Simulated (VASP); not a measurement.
Here is a VASP 6.6.1 calculation.

File INCAR:

```
PREC = Accurate
ENCUT = 520
EDIFF = 1E-6
ISMEAR = 0
SIGMA = 0.02
LREAL = F
LASPH = T
NELM = 80
ALGO = Normal
ISIF = 2
LWAVE = F
LCHARG = T
GGA = PE
LELF = T
LVHAR = T
NBANDS = 16
```

File KPOINTS:

```
regular mesh
0
Gamma
  12 12 4
```

Contents of POSCAR:

```
BN
1.0
    2.5033226908      0.0000000000      0.0000000000
   -1.2516613454      2.1679410441      0.0000000000
    0.0000000000      0.0000000000      6.4723362598
B N
2 2
Direct
    0.3333333333      0.6666666667      0.2500000000
    0.6666666667      0.3333333333      0.7500000000
    0.3333333333      0.6666666667      0.7500000000
    0.6666666667      0.3333333333      0.2500000000
```

Potentials or basis: VASP PAW PBE potentials, release 64 (B, N).

Launch:

```bash
$ cat potpaw_PBE.64/B/POTCAR potpaw_PBE.64/N/POTCAR > POTCAR
$ mpirun -np 1 vasp_std > vasp.out
```

Problem. What does it give for the pressure?

Solution. 4.1 GPa.

Problem. Estimate the band gap on the k mesh.

Solution. 4.22 eV, indirect (least direct gap 4.61 eV).

Stress tensor (GPa, compression positive):
```
4.18 0.00 0.00
0.00 4.18 0.00
0.00 0.00 3.80
```

Caveat: this functional lacks dispersion, which binds the layers, so the pressure and a relaxed spacing across them are unreliable. A k mesh can miss the band edges.
